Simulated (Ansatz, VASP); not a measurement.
**Two plane-wave programs on AlP**

```xyz
4
Lattice="3.8938 0.0000 0.0000 0.0000 5.5067 0.0000 0.0000 0.0000 3.8949" Properties=species:S:1:pos:R:3 pbc="T T T"
Al    0.0000    0.0000    0.0000
Al    1.9469    2.7533    1.9474
P     0.0000    1.3767    1.9474
P     1.9469    4.1300    0.0000
```

Alike in both runs: task single point; functional PBE; k mesh 6 × 4 × 6; occupations gaussian, width 0.1 eV; no spin polarisation.

|  | VASP | Ansatz |
| --- | --- | --- |
| version | VASP 6.6.1 | Ansatz 0.2.0 |
| potentials or method | VASP PAW PBE potentials, release 64 (Al, P), cutoff 500 eV | scalar-relativistic, plane waves, PAW |
| valence electrons in the cell | 16 | 16 |

```csv
,VASP,Ansatz,Ansatz less VASP
gap on the k mesh at the Fermi level (eV),1.63,1.63,+0.002
least direct gap on the mesh (eV),1.63,1.63,+0.002
pressure (GPa),-0.1,0.0,+0.10
"traceless stress, the component that is largest in VASP (GPa)",-0.06,-0.06,0.000
```

The functional is the same, so the differences come from potentials, cutoffs and numerics.
